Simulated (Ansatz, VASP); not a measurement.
Fe2Co3 in VASP and in Ansatz

Contents of INCAR:

```
SYSTEM = Fe2Co3
PREC = Accurate
ENCUT = 520
EDIFF = 1E-6
ISMEAR = 0
SIGMA = 0.1
LREAL = .FALSE.
LASPH = .TRUE.
NELM = 150
ALGO = Normal
ISIF = 2
LWAVE = .FALSE.
LCHARG = .TRUE.
ISPIN = 2
MAGMOM = 4 4 3 3 3
LORBIT = 11
LMAXMIX = 4
GGA = PE
LELF = .TRUE.
LVHAR = .TRUE.
NBANDS = 34
```

The input KPOINTS:

```
Automatic mesh
0
G
  6 6 6
  0 0 0
```

Contents of POSCAR:

```
Fe2Co3
1.0
    1.9698444500      1.1372902200      4.0209281400
   -1.9698444500      1.1372902200      4.0209281400
    0.0000000000     -2.2745804400      4.0209281400
Fe Co
2 3
Direct
    0.7000000000      0.7000000000      0.7000000000
    0.3000000000      0.3000000000      0.3000000000
    0.9000000000      0.9000000000      0.9000000000
    0.5000000000      0.5000000000      0.5000000000
    0.1000000000      0.1000000000      0.1000000000
```

Input for Ansatz:

```yaml
crystal:
  lattice:
    - [1.96984445, 1.13729022, 4.02092814]
    - [-1.96984445, 1.13729022, 4.02092814]
    - [0.0, -2.27458044, 4.02092814]
  atoms:
    - { symbol: Fe, position: [0.7, 0.7, 0.7], spin: 4.0 }
    - { symbol: Fe, position: [0.3, 0.3, 0.3], spin: 4.0 }
    - { symbol: Co, position: [0.9, 0.9, 0.9], spin: 3.0 }
    - { symbol: Co, position: [0.5, 0.5, 0.5], spin: 3.0 }
    - { symbol: Co, position: [0.1, 0.1, 0.1], spin: 3.0 }
basis:
  ecutwfc: 420
kpoints:
  mp_grid: { grid: [6, 6, 6] }
hamiltonian:
  xc: pbe
scf:
  occupations: { method: gaussian, width: 0.1 }
  lower_state_search: "off"
output:
  forces: true
  stress: true
  eigenvalues: true
  populations: true
magnetization:
  spin_polarized: true
```

Alike in both runs: task single point; functional PBE; k mesh 6 × 6 × 6; occupations gaussian, width 0.1 eV; collinear spin.

```csv
,VASP,Ansatz
version,VASP 6.6.1,Ansatz 0.2.0
potentials or method,"VASP PAW PBE potentials, release 64 (Fe, Co), cutoff 520 eV","scalar-relativistic, plane waves, PAW"
valence electrons in the cell,43,83
```

VASP gave:

```
gap on the k mesh at the Fermi level (eV)                     : none
pressure (GPa)                                                : 11.0
traceless stress, the component that is largest in VASP (GPa) : -0.83
rms of the force components (eV/Å)                            : 0.071
net moment per atom (μB)                                      : 2.08
size of the moment on the site where the two differ most (μB) : 1.80
```

Question: Which values does Ansatz return?

Answer: gap on the k mesh at the Fermi level (eV): none; pressure (GPa): 11.7; traceless stress, the component that is largest in VASP (GPa): -0.79; rms of the force components (eV/Å): 0.069; net moment per atom (μB): 2.09; size of the moment on the site where the two differ most (μB): 1.88.

Site moments also hang on the region over which each program counts them. Atom by atom the forces differ by 0.003 eV/Å (rms over components). A gap of «none» marks a metal or a gap that the smearing closes. VASP's potentials hold 43 valence electrons a cell and Ansatz's 83, so a difference there can come from the potentials and not from the codes.
